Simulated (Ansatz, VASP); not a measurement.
## Si4Hg: VASP beside Ansatz

```
Si Hg
1.0
     4.57330    0.00000    0.00000
     0.00000    4.57330    0.00000
     0.00000    0.00000    4.60808
Si Hg
4 1
Cartesian
  0.0000 2.2866 2.3040
  2.2866 0.0000 2.3040
  2.2866 2.2866 3.5868
  2.2866 2.2866 1.0213
  0.0000 0.0000 0.0000
```

Alike in both runs: task single point; functional PBE; k mesh 4 × 4 × 4; occupations gaussian, width 0.1 eV; no spin polarisation.

|  | VASP | Ansatz |
| --- | --- | --- |
| version | VASP 6.6.1 | Ansatz 0.2.0 |
| potentials or method | VASP PAW PBE potentials, release 64 (Si, Hg), cutoff 500 eV | scalar-relativistic, plane waves, PAW |
| valence electrons in the cell | 28 | 36 |

Ansatz gave:

| Quantity | Value |
| --- | --- |
| gap on the k mesh at the Fermi level (eV) | none |
| pressure (GPa) | 2.3 |
| traceless stress, the component that is largest in VASP (GPa) | 13.18 |
| rms of the force components (eV/Å) | 1.766 |

What did VASP give for the same quantities?

gap on the k mesh at the Fermi level (eV): none; pressure (GPa): 2.3; traceless stress, the component that is largest in VASP (GPa): 13.13; rms of the force components (eV/Å): 1.755.

Atom by atom the forces differ by 0.011 eV/Å (rms over components). A gap of «none» marks a metal or a gap that the smearing closes. VASP's potentials hold 28 valence electrons a cell and Ansatz's 36, so a difference there can come from the potentials and not from the codes.

Neither program's run includes spin-orbit coupling.
